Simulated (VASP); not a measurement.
Input of a VASP 6.6.1 run:

File INCAR:

```
SYSTEM = Ca
PREC = Accurate
ENCUT = 600
EDIFF = 1E-6
ISMEAR = -1
SIGMA = 0.05
LREAL = .FALSE.
LASPH = .TRUE.
NELM = 60
ALGO = Normal
ISIF = 3
LWAVE = .FALSE.
LCHARG = .FALSE.
GGA = PS
IBRION = 2
NSW = 60
EDIFFG = -0.01
```

The input KPOINTS:

```
regular mesh
0
G
  8 8 8
  0 0 0
```

Contents of POSCAR:

```
Ca
1.0
    0.0000000000      2.7942000000      2.7942000000
    2.7942000000      0.0000000000      2.7942000000
    2.7942000000      2.7942000000      0.0000000000
Ca
1
Direct
    0.0000000000      0.0000000000      0.0000000000
```

Potentials or basis: VASP PAW PBE potentials, release 64 (Ca_sv).

Launch:

```bash
$ cat potpaw_PBE.64/Ca_sv/POTCAR > POTCAR
$ mpirun -np 1 vasp_std > vasp.out
```

Question: What does it give for the space group after relaxing (to 0.05 Å)?

Answer: Fm-3m (No. 225).

Question: Predict the relaxed volume.

Answer: 40.57 Å³/atom.

Step by step:
```csv
step,energy change (eV),largest force (eV/Å),pressure (GPa),volume (Å³)
1,0.0000,0.0000,-1.16,43.63
2,-0.0098,0.0000,-0.44,41.67
3,-0.0113,0.0000,0.02,40.57
```

Caveat: the PAW data sets were made with another functional, which shifts forces and pressure a little.
